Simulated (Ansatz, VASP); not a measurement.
# One calculation of Pt, two programs

```
Pt
1.0
     4.53566    0.00000    0.00000
    -2.26783    3.92799    0.00000
     0.00000    0.00000    2.69878
Pt
3
Direct
  0.00000 0.00000 0.00000
  0.33333 0.66667 0.50000
  0.66667 0.33333 0.50000
```

Alike in both runs: functional PBE; k mesh 8 × 8 × 12; occupations fermi-dirac, width 0.05 eV; collinear spin.

Ansatz relaxed the structure, and its values are those at the end. VASP's run is a single point on that final structure, the one shown.

|  | VASP | Ansatz |
| --- | --- | --- |
| version | VASP 6.6.1 | Ansatz 0.2.0 |
| potentials or method | VASP PAW PBE potentials, release 64 (Pt), cutoff 520 eV | plane waves (420 eV) with PAW, scalar-relativistic |
| valence electrons in the cell | 30 | 54 |

Ansatz gave:

- pressure (GPa): 0.0
- net moment per atom (μB): 0.00

**Question.** Which values does VASP return?

**Answer.** Pressure (GPa): -0.5; net moment per atom (μB): 0.00.

With one functional, cell and mesh, what is left measures potentials, basis and numerics. VASP's potentials hold 30 valence electrons a cell and Ansatz's 54, so a difference there can come from the potentials and not from the codes. Ansatz's warnings: seeded moment not kept.

Neither program's run includes spin-orbit coupling.
